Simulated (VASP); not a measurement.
## WS2: single point with r2SCAN

The system is WS2.

```
CELL_PARAMETERS angstrom
0.00000 2.93116 2.93116
2.93116 0.00000 2.93116
2.93116 2.93116 0.00000
ATOMIC_POSITIONS crystal
W 0.00000 0.00000 0.00000
S 0.25000 0.25000 0.25000
S 0.75000 0.75000 0.75000
```

| Quantity | Value |
| --- | --- |
| Program | VASP 6.6.1 |
| Task | single point |
| Functional | r2SCAN |
| Potentials or basis | VASP PAW PBE potentials, release 64 (W_sv, S) |
| Cutoff | 520 eV |
| k mesh | 6 × 6 × 6 |
| Occupations | fermi-dirac, width 0.02 eV |
| Spin | collinear spin |
| Starting moments | [1.37, 0.0, 0.0] μB |
| Dipole correction | no |
| Further INCAR settings | ALGO = Normal; EDIFF = 1e-06; NBANDS = 24 |

| Item | Value |
| --- | --- |
| Pressure | 6.0 GPa |
| Net moment | 1.87 μB per cell |
| Site moments | W +1.52; S -0.04 μB |
| Valence electrons inside the program's atomic spheres | W 11.82; S 3.75 |

Levels at points of the mesh, in eV from the Fermi level:
Spin up:
```tsv
k point	band 12	band 13	band 14	band 15	band 16	band 17
(0.00, 0.00, 0.00)	-1.27	-1.27	-1.27	4.23	4.23	4.23
(0.50, 0.00, 0.00)	-3.86	-1.82	-1.82	1.39	3.96	3.96
(0.50, 0.50, 0.00)	-2.54	-1.42	0.34	1.57	3.35	3.35
```
Spin down:
```csv
k point,band 8,band 9,band 10,band 11,band 12,band 13,band 14,band 15,band 16,band 17
"(0.00, 0.00, 0.00)",-7.01,-7.01,-1.26,-1.26,-1.26,-0.32,-0.32,4.85,4.85,4.85
"(0.50, 0.00, 0.00)",-5.95,-4.88,-3.83,-3.83,-3.81,0.19,0.19,2.08,4.86,4.86
"(0.50, 0.50, 0.00)",-6.06,-6.06,-3.04,-3.04,-0.73,0.32,1.26,2.32,3.64,3.64
```

It took 70 s on 1 thread of Intel(R) Xeon(R) Platinum 8488C (Sapphire Rapids), on a shared host, peak memory 0.23 GiB.

Caveat: the cell stands under pressure; the structure was generated, so it needn't be the stable form of WS2; the PAW data sets were made with another functional, which shifts forces and pressure a little; spin-orbit coupling is left out, which moves the levels of the heavy elements.
